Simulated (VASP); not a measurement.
The system is TiCd.

```
Ti Cd
1.0
     2.90400    0.00000    0.00000
     0.00000    2.90400    0.00000
     0.00000    0.00000    8.95400
Ti Cd
2 2
Direct
  0.00000 0.50000 0.60800
  0.50000 0.00000 0.39200
  0.00000 0.50000 0.13000
  0.50000 0.00000 0.87000
```

| Quantity | Value |
| --- | --- |
| Program | VASP 6.6.1 |
| Task | relaxation of volume and atoms at fixed shape |
| Functional | LDA |
| Potentials or basis | VASP PAW LDA potentials, release 64 (Ti_sv, Cd) |
| Cutoff | 600 eV |
| k mesh | 8 × 8 × 3 |
| Occupations | fermi-dirac, width 0.05 eV |
| Spin | no spin polarisation |

At the start: pressure -6.6 GPa; volume 18.88 Å³/atom.

**Question.** Where does the relaxation end?

**Answer.** Over 11 steps the energy falls by 30.8 meV/atom and the volume is 17.59 Å³/atom (-6.8 %); space group P4/nmm (No. 129, to 0.1 Å) before and after.

Step by step:
```
step  energy change (eV)  largest force (eV/Å)  pressure (GPa)  volume (Å³)
   1              0.0000                0.2345           -6.56        75.51
   2             -0.0647                0.4610            5.50        67.37
   3             -0.1136                0.3017            0.13        70.41
   4             -0.1215                0.1111            0.07        70.28
   5             -0.1231                0.0286            0.06        70.19
   6             -0.1231                0.0313            0.10        70.19
   7             -0.1232                0.0233           -0.07        70.31
   8             -0.1232                0.0216           -0.08        70.34
   9             -0.1232                0.0178           -0.19        70.40
  10             -0.1232                0.0204           -0.15        70.35
  11             -0.1232                0.0126           -0.12        70.35
```

Final structure:
```
Ti Cd
1.0
     2.83622    0.00000    0.00000
     0.00000    2.83622    0.00000
     0.00000    0.00000    8.74500
Ti Cd
2 2
Direct
  0.00000 0.50000 0.61051
  0.50000 0.00000 0.38949
  0.00000 0.50000 0.13281
  0.50000 0.00000 0.86719
```
